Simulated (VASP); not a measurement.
# K3Ag (P1) in VASP: a series of runs

The runs below take K3Ag through single point, with LDA.

All numbers are computed with VASP 6.6.1; they aren't measurements. Logs are shortened: lines on timing, memory, paths and dates and some standing lists are left out, and cuts for length are marked.

**1. The cell of the first run**

The typed cell holds 4 atoms: a = 5.805 Å, b = 5.770 Å, c = 5.788 Å, α = 88.91°, β = 88.94°, γ = 89.75°.

**2. Single point, LDA**

Contents of INCAR:

```
PREC = Accurate
ENCUT = 520
EDIFF = 1E-7
ISMEAR = -1
SIGMA = 0.1
LREAL = False
LASPH = True
NELM = 100
ALGO = Normal
ISIF = 2
LWAVE = False
LCHARG = True
LELF = True
LVHAR = True
NBANDS = 27
```

Contents of KPOINTS:

```
regular mesh
0
Gamma
  3 3 3
```

Contents of POSCAR:

```
K3Ag
1.0
    5.8050300000      0.0125000000      0.0535200000
    0.0125000000      5.7694100000      0.0551300000
    0.0535200000      0.0551300000      5.7872100000
K Ag
3 1
Direct
    0.5016300000      0.0004500000      0.9994000000
    0.9980155965      0.5052228386      0.9954182034
    0.9970100000      0.9971300000      0.5015300000
    0.4999400000      0.4975900000      0.4984600000
```

Potentials or basis: VASP PAW LDA potentials, release 64 (K_sv, Ag).

Run with:

```
> cat potpaw_LDA.64/K_sv/POTCAR potpaw_LDA.64/Ag/POTCAR > POTCAR
> mpirun -np 1 vasp_std > vasp.out
```

OUTCAR:

```text
PREC = Accurate
   ENCUT = 520
   EDIFF = 1E-7
   ISMEAR = -1
   LREAL = False
   LASPH = True
   NELM = 100
   ISIF = 2

 ion  position               nearest neighbor table
   1  0.502  0.000  0.999-
   2  0.998  0.505  0.995-
   3  0.997  0.997  0.502-
   4  0.500  0.498  0.498-

  LATTYP: Found a triclinic cell.
 ALAT       =     8.1213844641
 B/A-ratio  =     0.7126518968
 C/A-ratio  =     1.0055830232
 COS(alpha) =     0.0003528836
 COS(beta)  =     0.5061497105
 COS(gamma) =     0.6994380883

  Lattice vectors:

 A1 = (  -5.7515100000,   0.0426300000,   5.7336900000)
 A2 = (   0.0535200000,   0.0551300000,   5.7872100000)
 A3 = (  -5.7925300000,   5.7569100000,   0.0016100000)

Analysis of symmetry for initial positions (statically):
=====================================================================
 Subroutine PRICEL returns:
 Original cell was already a primitive cell.

 Routine SETGRP: Setting up the symmetry group for a
 triclinic supercell.

 Subroutine GETGRP returns: Found  1 space group operations
 (whereof  1 operations were pure point group operations)
 out of a pool of  2 trial point group operations.

The static configuration has the point symmetry C_1 .

Analysis of symmetry for dynamics (positions and initial velocities):
=====================================================================
 Subroutine PRICEL returns:
 Original cell was already a primitive cell.

 Routine SETGRP: Setting up the symmetry group for a
 triclinic supercell.

 Subroutine GETGRP returns: Found  1 space group operations
 (whereof  1 operations were pure point group operations)
 out of a pool of  2 trial point group operations.

The dynamic configuration has the point symmetry C_1 .

 Subroutine INISYM returns: Found  1 space group operations
 (whereof  1 operations are pure point group operations),
 and found     1 'primitive' translations

----------------------------------------------------------------------------------------

                                     Primitive cell

  volume of cell :     193.7879

  direct lattice vectors                    reciprocal lattice vectors
     5.805030000  0.012500000  0.053520000     0.172279827 -0.000358070 -0.001589829
     0.012500000  5.769410000  0.055130000    -0.000358070  0.173344472 -0.001647999
[... 75 lines left out ...]
   LASPH  =      T    aspherical Exc in radial PAW
   ENCUT  =  520.0 eV  38.22 Ry    6.18 a.u.  10.79 10.73 10.76*2*pi/ulx,y,z
   NELM   =    100;   NELMIN=  2; NELMDL= -5     # of ELM steps
   EDIFF  = 0.1E-06   stopping-criterion for ELM
   LREAL  =      F    real-space projection
   EDIFFG = 0.1E-05   stopping-criterion for IOM
   NSW    =      0    number of steps for IOM
   IBRION =     -1    ionic relax: 0-MD 1-quasi-New 2-CG
   NFREE  =      0    steps in history (QN), initial steepest desc. (CG)
   ISIF   =      2    stress and relaxation
   ISYM   =      2    0-nonsym 1-usesym 2-fastsym
   POTIM  = 0.5000    time-step for ionic-motion
   TEBEG  =    0.0;   TEEND  =   0.0 temperature during run
   PSTRESS=    0.0 pullay stress
   NELECT =      38.0000    total number of electrons
   NUPDOWN=      -1.0000    fix difference up-down
   EMIN   =  10.00;   EMAX   =-10.00  energy-range for DOS
   EFERMI =   0.00;   METHOD = LEGACY
   ISMEAR =    -1;   SIGMA  =   0.10  broadening in eV -4-tet -1-fermi 0-gaus
   EFERMI_NEDOS =   21; number of points for ismear=-14 and -15
   IALGO  =     38    algorithm
   IMIX   =      4    mixing-type and parameters
     AMIX     =   0.40;   BMIX     =  1.00
     AMIX_MAG =   1.60;   BMIX_MAG =  1.00
  volume/ion in A,a.u.               =      48.45       326.94
  Fermi-wavevector in a.u.,A,eV,Ry     =   0.951102  1.797322 12.307765  0.904595
  Thomas-Fermi vector in A             =   2.079541
   LORBIT       =      0    0 simple, 1 ext, 2 COOP (PROOUT), +10 PAW based schemes
   GGA     = CA    functional components
   LHFCALC =     F    Hartree Fock is set to
   AEXX    =    0.0000 exact exchange contribution
   IVDW    =     0    specifies the selected vdW correction
   LEPSILON=     F    determine dielectric tensor
   LRPA    =     F    only Hartree local field effects (RPA)
 non-spin polarized calculation
  energy-cutoff  :      520.00
  volume of cell :      193.79
 maximum number of plane-waves:      5236
 NGX is ok and might be reduce to    48
   NGX = 21   NGY = 21   NGZ = 21

 number of electron      37.9999998 magnetization

 Free energy of the ion-electron system (eV)
  ---------------------------------------------------
  ext. energy  EPLUGINS =         0.00000000
  ---------------------------------------------------
  free energy    TOTEN  =        -6.38460787 eV

  energy without entropy =       -6.29500851  energy(sigma->0) =       -6.33980819

 E-fermi :   0.5642     XC(G=0):  -7.0987

 val. band max:        0.4296429842   @ k =  -0.3333  -0.3333   0.3333
 cond. band min:       0.6564699335   @ k =  -0.3333   0.0000   0.3333
 fundamental gap:      0.2268269494
 Fermi energy:         0.5641699640

 k-point     1 :       0.0000    0.0000    0.0000
  band No.  band energies     occupation
      1     -30.9571      2.00000
      2     -30.9321      2.00000
      3     -30.9285      2.00000
      4     -14.7828      2.00000
      5     -14.7664      2.00000
      6     -14.7575      2.00000
[... 409 lines left out ...]
     26       4.7333      0.00000
     27       4.7680      0.00000

------------------------ aborting loop because EDIFF is reached ----------------------------------------

  FORCE on cell =-STRESS in cart. coord.  units (eV):
  Direction    XX          YY          ZZ          XY          YZ          ZX
  --------------------------------------------------------------------------------------
  -------------------------------------------------------------------------------------
  Total       -1.2601758     -1.2407837     -1.2432005     -0.0154776     -0.0663632     -0.0600373
  in kB      -10.4187358    -10.2584081    -10.2783897     -0.1279639     -0.5486698     -0.4963691
  external PRESSURE =     -10.3185112 kB  Pullay stress =       0.0000000 kB

 VOLUME and BASIS-vectors are now :
 -----------------------------------------------------------------------------
  energy-cutoff  :      520.00
  volume of cell :      193.79
      direct lattice vectors                 reciprocal lattice vectors
     5.805030000  0.012500000  0.053520000     0.172279827 -0.000358070 -0.001589829
     0.012500000  5.769410000  0.055130000    -0.000358070  0.173344472 -0.001647999
     0.053520000  0.055130000  5.787210000    -0.001589829 -0.001647999  0.172825237

 POSITION                                       TOTAL-FORCE (eV/Angst)
 -----------------------------------------------------------------------------------
      2.96547      0.06396      5.81061        -0.027038      0.018161      0.010464
      5.85310      2.98219      5.84196         0.010224     -0.047160      0.014716
      5.82698      5.79296      3.01079         0.010848      0.022509     -0.030045
      2.93506      2.90453      2.93888         0.005966      0.006490      0.004865
 -----------------------------------------------------------------------------------
    total drift:                                0.000227     -0.000020      0.000042

  FREE ENERGIE OF THE ION-ELECTRON SYSTEM (eV)
  ---------------------------------------------------
  free  energy   TOTEN  =        -6.3846078653 eV

  energy  without entropy=       -6.2950085097  energy(sigma->0) =       -6.33980819
```

Wall time 50 s (1 thread of AMD EPYC 9R14 (Zen 4), shared host); peak memory 0.25 GiB.

Results:

| Item | Value |
| --- | --- |
| Free energy | -6.3846 eV |
| Pressure | -1.0 GPa |
| Largest force | 0.050 eV/Å |
| Band gap on the k mesh | zero (band 19 reaches 0.70 eV, above the bottom of band 20 at 0.66 eV) |

Forces on the atoms (eV/Å):
```
K   -0.027  0.018  0.010
K    0.010 -0.047  0.015
K    0.011  0.023 -0.030
Ag   0.006  0.006  0.005
```

Levels at points of the mesh, in eV from the Fermi level:
```
           k point  band 16  band 17  band 18  band 19  band 20  band 21  band 22  band 23
(0.00, 0.00, 0.00)    -3.72    -3.72    -3.02     0.14     1.91     1.94     1.96     2.06
```

Caveat: the k points lie up to 0.36 Å⁻¹ apart.

**3. Single point, LDA**

Contents of INCAR:

```
SYSTEM = K3Ag
  PREC = Accurate
  ENCUT = 520
  EDIFF = 1E-7
  ISMEAR = -1
  SIGMA = 0.1
  LREAL = .FALSE.
  LASPH = .TRUE.
  NELM = 60
  ALGO = Normal
  ISIF = 2
  LWAVE = .FALSE.
  LCHARG = .FALSE.
  NBANDS = 27
```

Contents of KPOINTS:

```
regular mesh
0
G
  3 3 3
  0 0 0
```

POSCAR: that of step 2 with these lines changed.

```diff
@@ -9,3 +9,3 @@
     0.5016300000      0.0004500000      0.9994000000
-    0.9980155965      0.5052228386      0.9954182034
+    0.9911244035      0.5052371614      0.9954817966
     0.9970100000      0.9971300000      0.5015300000
```

Potentials or basis: VASP PAW LDA potentials, release 64 (K_sv, Ag).

Run with:

```
> cat potpaw_LDA.64/K_sv/POTCAR potpaw_LDA.64/Ag/POTCAR > POTCAR
> mpirun -np 1 vasp_std > vasp.out
```

Run time: 48 s. Hardware: 1 thread of AMD EPYC 9R14 (Zen 4), shared host; peak memory 0.25 GiB.

The run converged. Its results:

```
Free energy            : -6.3840 eV
Pressure               : -1.0 GPa
Largest force          : 0.054 eV/Å
Band gap on the k mesh : zero (band 19 reaches 0.70 eV, above the bottom of band 20 at 0.66 eV)
```

Forces on the atoms (eV/Å):
```
K   -0.047  0.019  0.010
K    0.020 -0.048  0.015
K    0.015  0.022 -0.030
Ag   0.012  0.007  0.005
```

Stress tensor (GPa, compression positive):
```
-1.04 -0.01 -0.05
-0.01 -1.02 -0.05
-0.05 -0.05 -1.03
```

Levels at points of the mesh, in eV from the Fermi level:
| k point | band 15 | band 16 | band 17 | band 18 | band 19 | band 20 | band 21 | band 22 | band 23 | band 24 |
| --- | --- | --- | --- | --- | --- | --- | --- | --- | --- | --- |
| (0.00, 0.00, 0.00) | -3.72 | -3.72 | -3.72 | -3.02 | 0.14 | 1.91 | 1.94 | 1.96 | 2.06 | 2.08 |

Caveat: the k points lie up to 0.36 Å⁻¹ apart.
